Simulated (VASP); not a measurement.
Wanted: the native input for a VASP 6.6.1 run.

```yaml
Task: single point
Functional: PBEsol
Dispersion: D4
Potentials_or_basis: VASP PAW PBE potentials, release 64 (P)
Cutoff: 500 eV
k_mesh: 18 × 18 × 18
Occupations: gaussian, width 0.1 eV
Spin: no spin polarisation
Dipole_correction: no
Further_INCAR_settings: ALGO = Normal; EDIFF = 1e-06; NBANDS = 8
```

The structure of P lies in POSCAR:

```
P
1.0
    2.3832705852      0.0000000000      0.0000000000
    0.0000000000      2.3832705852      0.0000000000
    0.0000000000      0.0000000000      2.3832705852
P
1
Direct
    0.0000000000      0.0000000000      0.0000000000
```

This isn't the form of P at room conditions, which is orthorhombic.

These files were run (other wordings do the same):

INCAR

```
SYSTEM = P
PREC = Accurate ; ENCUT = 500
EDIFF = 1E-6 ; ISMEAR = 0
SIGMA = 0.1 ; LREAL = .False.
LASPH = .True. ; NELM = 120
ALGO = Normal ; ISIF = 2
LWAVE = .False. ; LCHARG = .False.
GGA = PS ; IVDW = 13
NBANDS = 8 ; GGA_COMPAT = .False.
```

KPOINTS

```
Automatic mesh
0
Gamma
  18 18 18
  0 0 0
```

Potentials or basis: VASP PAW PBE potentials, release 64 (P).

Run with:

```console
$ cat potpaw_PBE.64/P/POTCAR > POTCAR
$ mpirun -np 1 vasp_std > vasp.out
```

It gave:

* Pressure: 3.1 GPa
* Band gap on the k mesh: zero (an odd number of electrons rules out a gap without spin polarisation)
* Dispersion energy per atom: -0.303 eV

Caveat: the cell stands under pressure; the PAW data sets were made with another functional, which shifts forces and pressure a little.

Run time: 8 s on 1 thread of Intel(R) Xeon(R) 6975P-C (Granite Rapids), on a shared host, peak memory 0.12 GiB.
